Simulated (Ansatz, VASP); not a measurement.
# Two plane-wave programs on SiC

```
CELL_PARAMETERS angstrom
3.09204 0.00000 0.00000
-1.54602 2.67778 0.00000
0.00000 0.00000 5.07390
ATOMIC_POSITIONS crystal
Si 0.33333 0.66667 0.00456
Si 0.66667 0.33333 0.50456
C 0.33333 0.66667 0.39536
C 0.66667 0.33333 0.89536
```

Alike in both runs: task single point; functional PBE; k mesh 12 × 12 × 6; occupations gaussian, width 0.05 eV; no spin polarisation.

|  | VASP | Ansatz |
| --- | --- | --- |
| version | VASP 6.6.1 | Ansatz 0.2.0 |
| potentials or method | VASP PAW PBE potentials, release 64 (Si, C), cutoff 520 eV | scalar-relativistic, plane waves, PAW |
| valence electrons in the cell | 16 | 16 |

|  | VASP | Ansatz | Ansatz less VASP |
| --- | --- | --- | --- |
| gap on the k mesh at the Fermi level (eV) | 2.31 | 2.32 | +0.004 |
| least direct gap on the mesh (eV) | 4.11 | 4.11 | +0.007 |
| pressure (GPa) | 0.6 | 0.6 | +0.04 |
| traceless stress, the component that is largest in VASP (GPa) | -4.26 | -4.28 | -0.017 |
| rms of the force components (eV/Å) | 0.641 | 0.641 | -0.0006 |

Atom by atom the forces differ by 0.001 eV/Å (rms over components).
